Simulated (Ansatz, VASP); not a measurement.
NaMo: VASP beside Ansatz

```
Na Mo
1.0
     3.32845    0.00000    0.00000
     0.00000    3.32845    0.00000
     0.00000    0.00000    3.32845
Na Mo
1 1
Direct
  0.00000 0.00000 0.00000
  0.50000 0.50000 0.50000
```

Alike in both runs: functional PBE; k mesh 16 × 16 × 16; occupations gaussian, width 0.1 eV; no spin polarisation.

Ansatz relaxed the structure, and its values are those at the end. VASP's run is a single point on that final structure, the one shown.

|  | VASP | Ansatz |
| --- | --- | --- |
| version | VASP 6.6.1 | Ansatz 0.2.0 |
| potentials or method | VASP PAW PBE potentials, release 64 (Na_pv, Mo_sv), cutoff 520 eV | scalar-relativistic, plane waves, PAW |
| valence electrons in the cell | 21 | 23 |

VASP gave:

| Item | Value |
| --- | --- |
| gap on the k mesh at the Fermi level (eV) | none |
| pressure (GPa) | 0.1 |

Question: What did Ansatz give for the same quantities?

Answer: gap on the k mesh at the Fermi level (eV): none; pressure (GPa): 0.0.

A gap of «none» marks a metal or a gap that the smearing closes. VASP's potentials hold 21 valence electrons a cell and Ansatz's 23, so a difference there can come from the potentials and not from the codes.
